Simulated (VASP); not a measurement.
Input of a VASP 6.6.1 run:

Contents of INCAR:

```
PREC = Accurate
ENCUT = 600
EDIFF = 1E-6
ISMEAR = 0
SIGMA = 0.1
LREAL = False
LASPH = True
NELM = 120
ALGO = Normal
ISIF = 2
LWAVE = False
LCHARG = False
GGA = PE
NBANDS = 11
GGA_COMPAT = False
```

The input KPOINTS:

```
regular mesh
0
Gamma
  8 8 8
```

File POSCAR:

```
MgO
1.0
    0.0000000000      2.0970010000      2.0970010000
    2.0970010000      0.0000000000      2.0970010000
    2.0970010000      2.0970010000      0.0000000000
Mg O
1 1
Direct
    0.0000000000      0.0000000000      0.0000000000
    0.5000000000      0.5000000000      0.5000000000
```

Potentials or basis: VASP PAW PBE potentials, release 64 (Mg, O).

Command:

```sh
$ cat potpaw_PBE.64/Mg/POTCAR potpaw_PBE.64/O/POTCAR > POTCAR
$ mpirun -np 1 vasp_std > vasp.out
```

Problem. Predict the pressure.

Solution. 5.9 GPa.

Problem. Predict the band gap on the k mesh.

Solution. 4.85 eV, direct.

PBE gaps usually lie below the measured ones, often by a third to a half.
